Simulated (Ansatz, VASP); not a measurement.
# Two plane-wave programs on Al3Cl

```
Al Cl
1.0
     4.58467    0.00000    0.00000
    -2.29234    3.97044    0.00000
     0.00000    0.00000    4.50671
Al Cl
3 1
Cartesian
  2.2923 0.0000 2.2534
  -1.1462 1.9852 2.2534
  1.1462 1.9852 2.2534
  0.0000 0.0000 0.0000
```

Alike in both runs: task single point; functional PBE; k mesh 6 × 6 × 4; occupations gaussian, width 0.1 eV; no spin polarisation.

|  | VASP | Ansatz |
| --- | --- | --- |
| version | VASP 6.6.1 | Ansatz 0.2.0 |
| potentials or method | VASP PAW PBE potentials, release 64 (Al, Cl), cutoff 520 eV | scalar-relativistic, plane waves, PAW |
| valence electrons in the cell | 16 | 16 |

VASP gave:

* gap on the k mesh at the Fermi level (eV): none
* pressure (GPa): 22.8
* traceless stress, the component that is largest in VASP (GPa): -18.11

Question: Estimate Ansatz's values.

Answer: gap on the k mesh at the Fermi level (eV): none; pressure (GPa): 22.7; traceless stress, the component that is largest in VASP (GPa): -18.12.

A gap of «none» marks a metal or a gap that the smearing closes. With one functional, cell and mesh, what is left measures potentials, basis and numerics.
